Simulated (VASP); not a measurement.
A run of VASP 6.6.1:

File INCAR:

```
SYSTEM = Al3O
PREC     = Accurate       ! precision mode
ENCUT    = 520            ! plane-wave cutoff, eV
EDIFF    = 1E-6           ! SCF threshold, eV
ISMEAR   = 0              ! smearing method
SIGMA    = 0.1            ! smearing width, eV
LREAL    = .False.        ! projectors in reciprocal space
LASPH    = .True.         ! aspherical terms in the spheres
NELM     = 60             ! most SCF steps
ALGO     = Normal         ! electronic algorithm
ISIF     = 2              ! what is computed and relaxed
LWAVE    = .False.        ! write WAVECAR
LCHARG   = .False.        ! write CHGCAR
LDIPOL   = .True.       
IDIPOL   = 3            
DIPOL    = 0.5 0.5 0.346
NBANDS   = 16             ! bands
```

Contents of KPOINTS:

```
regular mesh
0
Gamma
  9 9 1
  0 0 0
```

File POSCAR:

```
Al3O
1.0
    2.8168432364      0.0000000000      0.0000000000
    0.0000000000      2.8168432364      0.0000000000
    0.0000000000      0.0000000000     21.1042970937
Al O
3 1
Direct
    0.5000000000      0.5000000000      0.1895348602
    0.0000000000      0.0000000000      0.2867549192
    0.5000000000      0.5000000000      0.3840117042
    0.8333333333      0.8333333333      0.5228459894
```

Potentials or basis: VASP PAW LDA potentials, release 64 (Al, O).

Launch:

```console
$ cat potpaw_LDA.64/Al/POTCAR potpaw_LDA.64/O/POTCAR > POTCAR
$ mpirun -np 1 vasp_std > vasp.out
```

Hardware: 1 thread of Intel(R) Xeon(R) 6975P-C (Granite Rapids), on a shared host.

Q: Estimate the wall time of this run.

A: Run time: 68 s on 1 thread of Intel(R) Xeon(R) 6975P-C (Granite Rapids), on a shared host, peak memory 0.25 GiB. Counts: scf iterations 26, k points 25.
